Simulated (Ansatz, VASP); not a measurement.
## Ta in VASP and in Ansatz

Contents of INCAR:

```
SYSTEM = Ta
ALGO     = Fast           ! electronic algorithm
EDIFF    = 1E-6           ! SCF threshold, eV
ENCUT    = 520            ! plane-wave cutoff, eV
GGA      = PS             ! functional
ISIF     = 2              ! what is computed and relaxed
ISMEAR   = 0              ! smearing method
LASPH    = .True.         ! aspherical terms in the spheres
LCHARG   = .False.        ! write CHGCAR
LREAL    = .False.        ! projectors in reciprocal space
LWAVE    = .False.        ! write WAVECAR
NBANDS   = 18             ! bands
NELM     = 60             ! most SCF steps
PREC     = Accurate       ! precision mode
SIGMA    = 0.15           ! smearing width, eV
```

Contents of KPOINTS:

```
k-points
0
Gamma
  18 18 10
  0 0 0
```

The input POSCAR:

```
Ta
1.0
    2.9003720726      0.0000000000      0.0000000000
   -1.4501860363      2.5117958953      0.0000000000
    0.0000000000      0.0000000000      5.3729249600
Ta
2
Direct
    0.6666666667      0.3333333333      0.7500000000
    0.3333333333      0.6666666667      0.2500000000
```

Input for Ansatz:

```yaml
crystal:
  lattice:
    - [2.9003720726, 0.0, 0.0]
    - [-1.4501860363, 2.5117958953, 0.0]
    - [0.0, 0.0, 5.37292496]
  atoms:
    - { symbol: Ta, position: [0.6666666667, 0.3333333333, 0.75] }
    - { symbol: Ta, position: [0.3333333333, 0.6666666667, 0.25] }
basis:
  ecutwfc: 420
kpoints:
  mp_grid: { grid: [18, 18, 10] }
hamiltonian:
  xc: pbesol
scf:
  occupations: { method: gaussian, width: 0.15 }
output:
  forces: true
  stress: true
  eigenvalues: true
```

Change from the starting cell: strain +0.0400 x Voigt [0, 0, 1, 0, 0, 0], atoms carried along.

Alike in both runs: task single point; functional PBEsol; k mesh 18 × 18 × 10; occupations gaussian, width 0.15 eV; no spin polarisation.

|  | VASP | Ansatz |
| --- | --- | --- |
| version | VASP 6.6.1 | Ansatz 0.2.0 |
| potentials or method | VASP PAW PBE potentials, release 64 (Ta_pv), cutoff 520 eV | scalar-relativistic, plane waves, PAW |
| valence electrons in the cell | 22 | 26 |

|  | VASP | Ansatz | Ansatz less VASP |
| --- | --- | --- | --- |
| gap on the k mesh at the Fermi level (eV) | none | none | - |
| pressure (GPa) | -12.7 | -12.7 | -0.05 |
| traceless stress, the component that is largest in VASP (GPa) | -4.08 | -4.09 | -0.013 |

VASP's potentials were made for PBE, not for PBEsol. A gap of «none» marks a metal or a gap that the smearing closes. VASP's potentials hold 22 valence electrons a cell and Ansatz's 26, so a difference there can come from the potentials and not from the codes.

Neither program's run includes spin-orbit coupling.
